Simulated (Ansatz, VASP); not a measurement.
**One calculation of HfPb4O, two programs**

```
Hf Pb O
1.0
     0.00000    4.10987    4.10987
     4.10987    0.00000    4.10987
     4.10987    4.10987    0.00000
Hf Pb O
1 4 1
Direct
  0.00000 0.00000 0.00000
  0.87153 0.37616 0.37616
  0.37616 0.37616 0.37616
  0.37616 0.87153 0.37616
  0.37616 0.37616 0.87153
  0.75000 0.75000 0.75000
```

Change from the starting cell: species swapped into the TbCu4Ag type (F-43m, No. 216).

Alike in both runs: task relaxation of cell and atoms; functional PBE; k mesh 4 × 4 × 4; occupations gaussian, width 0.1 eV; no spin polarisation.

|  | VASP | Ansatz |
| --- | --- | --- |
| version | VASP 6.6.1 | Ansatz 0.2.0 |
| potentials or method | VASP PAW PBE potentials, release 64 (Hf_pv, Pb_d, O), cutoff 600 eV | scalar-relativistic, plane waves, PAW |
| valence electrons in the cell | 72 | 88 |

Ansatz gave:

```
gap on the k mesh at the Fermi level, each at its own relaxed structure (eV) : none
relaxed volume (Å³/atom)                                                     : 27.65
relaxed cell length with the largest relative difference (Å)                 : 6.167
```

Q: Estimate VASP's values.

A: gap on the k mesh at the Fermi level, each at its own relaxed structure (eV): none; relaxed volume (Å³/atom): 27.72; relaxed cell length with the largest relative difference (Å): 6.173.

A gap of «none» marks a metal or a gap that the smearing closes. VASP's potentials hold 72 valence electrons a cell and Ansatz's 88, so a difference there can come from the potentials and not from the codes.

Neither program's run includes spin-orbit coupling. Noted on VASP's run: the volume moved by over 15 % at a fixed basis, so the end points are rough.
